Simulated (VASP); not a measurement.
A run of VASP 6.6.1 is set up as follows.

File INCAR:

```
SYSTEM = Na
PREC     = Accurate       ! precision mode
ENCUT    = 520            ! plane-wave cutoff, eV
EDIFF    = 1E-6           ! SCF threshold, eV
ISMEAR   = 1              ! smearing method
SIGMA    = 0.05           ! smearing width, eV
LREAL    = .False.        ! projectors in reciprocal space
LASPH    = .True.         ! aspherical terms in the spheres
NELM     = 100            ! most SCF steps
ALGO     = Normal         ! electronic algorithm
ISIF     = 2              ! what is computed and relaxed
LWAVE    = .False.        ! write WAVECAR
LCHARG   = .False.        ! write CHGCAR
NBANDS   = 14             ! bands
```

Contents of KPOINTS:

```
regular mesh
0
Gamma
  13 13 7
  0 0 0
```

POSCAR

```
Na
1.0
    3.5989707777      0.0000000000      0.0000000000
   -1.7994853889      3.1168001210      0.0000000000
    0.0000000000      0.0000000000      5.9595619399
Na
2
Direct
    0.3333333333      0.6666666667      0.2500000000
    0.6666666667      0.3333333333      0.7500000000
```

Potentials or basis: VASP PAW LDA potentials, release 64 (Na_pv).

Launch:

```console
$ cat potpaw_LDA.64/Na_pv/POTCAR > POTCAR
$ mpirun -np 1 vasp_std > vasp.out
```

(1) Estimate the pressure.

(2) Estimate the band gap on the k mesh.

Results:

(1) 0.0 GPa.

(2) zero (bands 7 and 8 overlap by 3.64 eV).
